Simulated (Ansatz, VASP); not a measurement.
**TiSi2 in VASP and in Ansatz**

File INCAR:

```
SYSTEM = TiSi2
ALGO = Normal ; EDIFF = 1E-7
ENCUT = 520 ; GGA = PE
ISIF = 2 ; ISMEAR = -1
LASPH = .TRUE. ; LCHARG = .FALSE.
LREAL = .FALSE. ; LWAVE = .FALSE.
NBANDS = 29 ; NELM = 100
PREC = Accurate ; SIGMA = 0.08
```

KPOINTS

```
k-points
0
G
  8 8 8
  0 0 0
```

Contents of POSCAR:

```
TiSi2
1.0
    0.0418975000      4.1393075000      4.2820900000
    2.4078075000      0.0332400000      4.2734325000
    2.4070900000      4.1299325000      0.0325225000
Ti Si
2 4
Direct
    0.7500000000      0.7500000000      0.7500000000
    0.5000000000      0.5000000000      0.5000000000
    0.0830000000      0.4170000000      0.0830000000
    0.4170000000      0.0830000000      0.4170000000
    0.1670000000      0.8330000000      0.1670000000
    0.8330000000      0.1670000000      0.8330000000
```

Input for Ansatz:

```yaml
crystal:
  lattice:
    - [0.0418975, 4.1393075, 4.28209]
    - [2.4078075, 0.03324, 4.2734325]
    - [2.40709, 4.1299325, 0.0325225]
  atoms:
    - { symbol: Ti, position: [0.75, 0.75, 0.75] }
    - { symbol: Ti, position: [0.5, 0.5, 0.5] }
    - { symbol: Si, position: [0.083, 0.417, 0.083] }
    - { symbol: Si, position: [0.417, 0.083, 0.417] }
    - { symbol: Si, position: [0.167, 0.833, 0.167] }
    - { symbol: Si, position: [0.833, 0.167, 0.833] }
kpoints:
  mp_grid: { grid: [8, 8, 8] }
  band_path:
    path:
      - [0.0, 0.0, 0.0]
      - [0.5, 0.5, 0.0]
      - [0.5, 0.0, 0.5]
      - [0.0, 0.0, 0.0]
      - [-0.5, -0.5, -0.5]
      - [0.5, 0.0, 0.0]
      - [0.0, 0.0, 0.0]
      - [0.0, -0.5, 0.0]
      - [0.0, 0.0, -0.5]
    npoints: 5
scf:
  occupations: { method: fermi_dirac, width: 0.08 }
hamiltonian:
  xc: pbe
  pseudopotentials: { kind: all_electron, lapw: { basis_error: 0.0005 } }
output:
  forces: true
  stress: true
  eigenvalues: true
```

Change from the starting cell: equal xy, yz and zx shear strains of +1 %.

Alike in both runs: task single point; functional PBE; k mesh 8 × 8 × 8; occupations fermi-dirac, width 0.08 eV; no spin polarisation.

|  | VASP | Ansatz |
| --- | --- | --- |
| version | VASP 6.6.1 | Ansatz 0.2.0 |
| potentials or method | VASP PAW PBE potentials, release 64 (Ti_sv, Si), cutoff 520 eV | all-electron LAPW, scalar-relativistic |

VASP gave:

* pressure (GPa): 2.3
* traceless stress, the component that is largest in VASP (GPa): -1.58
* rms of the force components (eV/Å): 0.105

Task: What did Ansatz give for the same quantities?

Result: Pressure (GPa): 2.4; traceless stress, the component that is largest in VASP (GPa): -1.58; rms of the force components (eV/Å): 0.105.

Atom by atom the forces differ by 0.000 eV/Å (rms over components). Ansatz ran all-electron here, and VASP with PAW potentials.
